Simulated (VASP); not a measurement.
Crystal: Mo.

```xyz
2
Lattice="0.0000 2.7041 2.7041 2.7041 0.0000 2.7041 2.7041 2.7041 0.0000" Properties=species:S:1:pos:R:3 pbc="T T T"
Mo   -0.6760   -0.6760   -0.6760
Mo    0.6760    0.6760    0.6760
```

This isn't the form of Mo at room conditions, which is bcc.

```yaml
Program: VASP 6.6.1
Task: relaxation of cell and atoms
Functional: PBE
Potentials_or_basis: VASP PAW PBE potentials, release 64 (Mo_sv)
Cutoff: 600 eV
k_mesh: 14 × 14 × 14
Occupations: fermi-dirac, width 0.05 eV
Spin: no spin polarisation
```

At the start: pressure 22.8 GPa; volume 19.77 Å³/atom.

Where does the relaxation end?

Over 23 steps the energy falls by 205.8 meV/atom and the volume is 23.08 Å³/atom (+16.7 %); space group Fd-3m (No. 227, to 0.1 Å) before and after.

Step by step:
| step | energy change (eV) | largest force (eV/Å) | pressure (GPa) | volume (Å³) |
| --- | --- | --- | --- | --- |
| 1 | 0.0000 | 0.0000 | 22.78 | 39.55 |
| 2 | 0.2706 | 0.0000 | -15.32 | 57.92 |
| 3 | -0.4104 | 0.0000 | -0.91 | 46.55 |
| 4 | -0.4116 | 0.0000 | -0.16 | 46.22 |
| 5 | -0.4116 | 0.0000 | 0.07 | 46.08 |
| 6 | -0.4116 | 0.0000 | 0.17 | 46.08 |
| 7 | -0.4116 | 0.0000 | 0.18 | 46.08 |
| 8 | -0.4116 | 0.0000 | 0.17 | 46.08 |
| 9 | -0.4116 | 0.0000 | 0.17 | 46.08 |
| 10 | -0.4116 | 0.0000 | 0.17 | 46.08 |
| 11 | -0.4116 | 0.0000 | 0.17 | 46.08 |
| 12 | -0.4116 | 0.0000 | 0.17 | 46.08 |
| 13 | -0.4116 | 0.0000 | 0.17 | 46.08 |
| 14 | -0.4116 | 0.0000 | 0.17 | 46.08 |
| 15 | -0.4116 | 0.0000 | 0.17 | 46.08 |
| 16 | -0.4116 | 0.0000 | 0.17 | 46.08 |
| 17 | -0.4116 | 0.0000 | 0.17 | 46.08 |
| 18 | -0.4116 | 0.0000 | 0.18 | 46.08 |
| 19 | -0.4116 | 0.0000 | 0.19 | 46.09 |
| 20 | -0.4116 | 0.0000 | 0.16 | 46.09 |
| 21 | -0.4116 | 0.0000 | 0.14 | 46.10 |
| 22 | -0.4116 | 0.0000 | 0.09 | 46.12 |
| 23 | -0.4116 | 0.0000 | 0.02 | 46.15 |

Final structure:
```cif
data_structure
_symmetry_space_group_name_H-M 'P 1'
_symmetry_Int_Tables_number 1
_cell_length_a 4.0263
_cell_length_b 4.0263
_cell_length_c 4.0263
_cell_angle_alpha 60.000
_cell_angle_beta 60.000
_cell_angle_gamma 60.000
_cell_volume 46.15
loop_
_atom_site_label
_atom_site_type_symbol
_atom_site_fract_x
_atom_site_fract_y
_atom_site_fract_z
_atom_site_occupancy
Mo1 Mo 0.87500 0.87500 0.87500 1
Mo2 Mo 0.12500 0.12500 0.12500 1
```

Caveat: the volume moved by over 15 % at a fixed basis, so the end points are rough.
